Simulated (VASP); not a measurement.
A run of VASP 6.6.1 is set up as follows.

Contents of INCAR:

```
SYSTEM = Bi6O
ALGO = Normal
EDIFF = 1E-7
ENCUT = 520
GGA = PE
ISIF = 2
ISMEAR = 0
LASPH = .TRUE.
LCHARG = .FALSE.
LREAL = .FALSE.
LWAVE = .FALSE.
NBANDS = 57
NELM = 80
PREC = Accurate
SIGMA = 0.2
```

Contents of KPOINTS:

```
k-points
0
G
  6 6 6
  0 0 0
```

Contents of POSCAR:

```
Bi6O
1.0
   -3.2010687670      5.5463701335      0.0010696690
   -6.4081206353     -0.0036391251     -0.0242995871
   -3.1805347447      1.8612396974      5.9237372018
Bi O
6 1
Direct
    0.4836403258      0.3313958847      0.2790593389
    0.3350107199      0.9033301541      0.2809711990
    0.9083131762      0.4797016417      0.2804214016
    0.0777932944      0.4248540755      0.7645824527
    0.7292039083      0.0806352943      0.7650320133
    0.4217500052      0.7328644096      0.7672049871
    0.0439272542      0.0468572240      0.8638125554
```

Potentials or basis: VASP PAW PBE potentials, release 64 (Bi_d, O).

The run is started by

```console
$ cat potpaw_PBE.64/Bi_d/POTCAR potpaw_PBE.64/O/POTCAR > POTCAR
$ mpirun -np 1 vasp_std > vasp.out
```

(1) What does it give for the pressure?

(2) What does it give for the band gap on the k mesh?

Results:

(1) 0.0 GPa.

(2) zero (band 48 reaches 7.77 eV, above the bottom of band 49 at 6.51 eV).

Caveat: spin-orbit coupling is left out, which moves the levels of the heavy elements.
